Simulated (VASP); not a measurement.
GeCN2: single point with LDA

Crystal: GeCN2.

```
Ge N C
1.0
     1.82897    1.05596    5.01849
    -1.82897    1.05596    5.01849
     0.00000   -2.11191    5.01849
Ge N C
1 2 1
Direct
  0.00000 0.00000 0.00000
  0.58390 0.58390 0.58390
  0.41610 0.41610 0.41610
  0.50000 0.50000 0.50000
```

This cell differs from its parent crystal: volume scaled by 1.06.

- Program: VASP 6.6.1
- Task: single point
- Functional: LDA
- Potentials or basis: VASP PAW LDA potentials, release 64 (Ge_d, N, C)
- Cutoff: 520 eV
- k mesh: 9 × 9 × 9
- Occupations: fermi-dirac, width 0.05 eV
- Spin: no spin polarisation

| Quantity | Value |
| --- | --- |
| Pressure | -12.6 GPa |
| Largest force | 1.728 eV/Å |
| Band gap on the k mesh | 1.07 eV, indirect (least direct gap 1.93 eV) |

Forces in eV/Å, atoms in the order of the input:
```
Ge   0.000  0.000  0.000
N    0.000  0.000 -1.728
N    0.000  0.000  1.728
C    0.000  0.000  0.000
```

Stress tensor (GPa, compression positive):
```
 -7.81   0.00   0.00
  0.00  -7.81   0.00
  0.00   0.00 -22.27
```

Levels at points of the mesh, in eV from the valence-band top:
| k point | band 12 | band 13 | band 14 | band 15 | band 16 | band 17 |
| --- | --- | --- | --- | --- | --- | --- |
| (0.00, 0.00, 0.00) | -2.23 | -1.57 | -1.57 | 2.46 | 3.18 | 3.18 |

Run time: 110 s on 1 thread of Intel(R) Xeon(R) Platinum 8559C (Emerald Rapids), with other jobs on the host, peak memory 0.26 GiB.

Caveat: forces of over 1 eV/Å act on the atoms, so gaps and moduli don't describe the material at rest. A k mesh can miss the band edges.
